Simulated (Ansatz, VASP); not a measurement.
Two plane-wave programs on Li

```xyz
2
Lattice="3.1091 0.0897 0.0161 -1.4768 2.6130 -0.0913 0.0263 -0.1574 5.1754" Properties=species:S:1:pos:R:3 pbc="T T T"
Li    1.6002    0.8128    3.8618
Li    0.0584    1.7325    1.2383
```

Change from the starting cell: cell strained at random at fixed volume.

Alike in both runs: task relaxation of cell and atoms; functional PBE0; k mesh 5 × 5 × 3; occupations methfessel-paxton of order 1, width 0.1 eV; no spin polarisation.

```csv
,VASP,Ansatz
version,VASP 6.6.1,Ansatz 0.2.0
potentials or method,"VASP PAW PBE potentials, release 64 (Li_sv)",Ansatz PAW
plane-wave cutoff (eV),600,420
valence electrons in the cell,6,6
```

Ansatz gave:

| Property | Result |
| --- | --- |
| gap on the k mesh at the Fermi level, each at its own relaxed structure (eV) | none |
| relaxed volume (Å³/atom) | 20.44 |
| relaxed cell length with the largest relative difference (Å) | 5.085 |

Question: Which values does VASP return?

Answer: gap on the k mesh at the Fermi level, each at its own relaxed structure (eV): none; relaxed volume (Å³/atom): 20.02; relaxed cell length with the largest relative difference (Å): 5.051.

A gap of «none» marks a metal or a gap that the smearing closes.

The k mesh is coarse, so the values compare programs but aren't converged. Noted on VASP's run: the cutoff is short for stress, so the pressure is rough. Noted on Ansatz's run: the plane-wave basis is chosen anew once the cell has moved, so the energies of steps on either side of that aren't comparable.
